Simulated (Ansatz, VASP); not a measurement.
# Ba3Pb2 in VASP and in Ansatz

```
Ba Pb
1.0
     6.58524    0.00000    0.00000
     0.00000    6.58524    0.00000
     0.00000    0.00000    6.58524
Ba Pb
3 2
Direct
  0.50000 0.00000 0.00000
  0.00000 0.50000 0.00000
  0.00000 0.00000 0.50000
  0.00000 0.00000 0.00000
  0.50000 0.50000 0.50000
```

Alike in both runs: functional PBE; k mesh 4 × 4 × 4; occupations gaussian, width 0.1 eV; no spin polarisation.

Ansatz relaxed the structure, and its values are those at the end. VASP's run is a single point on that final structure, the one shown.

|  | VASP | Ansatz |
| --- | --- | --- |
| version | VASP 6.6.1 | Ansatz 0.2.0 |
| potentials or method | VASP PAW PBE potentials, release 64 (Ba_sv, Pb_d), cutoff 520 eV | scalar-relativistic, plane waves, PAW |
| valence electrons in the cell | 58 | 58 |

Ansatz gave:

- gap on the k mesh at the Fermi level (eV): none
- pressure (GPa): 0.3

Question: Estimate VASP's values.

Answer: gap on the k mesh at the Fermi level (eV): none; pressure (GPa): 0.5.

A gap of «none» marks a metal or a gap that the smearing closes.

Spin-orbit coupling is off throughout.
